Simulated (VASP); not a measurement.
HfO2:

```
CELL_PARAMETERS angstrom
3.55802 0.00000 0.00000
0.00000 3.55802 0.00000
0.00000 0.00000 5.17186
ATOMIC_POSITIONS crystal
Hf 0.50000 0.50000 0.50000
Hf 0.00000 0.00000 0.00000
O 0.00000 0.50000 0.69721
O 0.50000 0.00000 0.80279
O 0.50000 0.00000 0.30279
O 0.00000 0.50000 0.19721
```

| Item | Value |
| --- | --- |
| Program | VASP 6.6.1 |
| Task | relaxation of cell and atoms |
| Functional | PBE |
| Potentials or basis | VASP PAW PBE potentials, release 64 (Hf_pv, O) |
| Cutoff | 600 eV |
| k mesh | 6 × 6 × 4 |
| Occupations | fermi-dirac, width 0.02 eV |
| Spin | no spin polarisation |

At the start: pressure 6.3 GPa; volume 10.91 Å³/atom.

Question: Where does the relaxation end?

Answer: Over 13 steps the energy falls by 5.3 meV/atom and the volume is 11.21 Å³/atom (+2.7 %); space group P4_2/nmc (No. 137, to 0.1 Å) before and after.

Step by step:
```csv
step,energy change (eV),largest force (eV/Å),pressure (GPa),volume (Å³)
1,0.0000,0.0978,6.26,65.47
2,0.0416,0.2384,-8.52,69.60
3,-0.0305,0.0430,-0.09,67.06
4,-0.0305,0.0402,0.11,67.03
5,-0.0309,0.0367,0.10,67.06
6,-0.0314,0.0249,0.09,67.15
7,-0.0309,0.0017,0.07,67.35
8,-0.0315,0.0191,0.08,67.20
9,-0.0317,0.0093,-0.05,67.27
10,-0.0318,0.0020,-0.15,67.31
11,-0.0318,0.0042,-0.12,67.30
12,-0.0318,0.0036,0.08,67.25
13,-0.0318,0.0000,0.00,67.27
```

Final structure:
```yaml
crystal:
  lattice:
    - [3.58780, 0.00000, 0.00000]
    - [0.00000, 3.58780, 0.00000]
    - [0.00000, 0.00000, 5.22577]
  atoms:
    - { symbol: Hf, position: [0.50000, 0.50000, 0.50000] }
    - { symbol: Hf, position: [0.00000, 0.00000, 0.00000] }
    - { symbol: O, position: [0.00000, 0.50000, 0.69506] }
    - { symbol: O, position: [0.50000, 0.00000, 0.80494] }
    - { symbol: O, position: [0.50000, 0.00000, 0.30494] }
    - { symbol: O, position: [0.00000, 0.50000, 0.19506] }
```
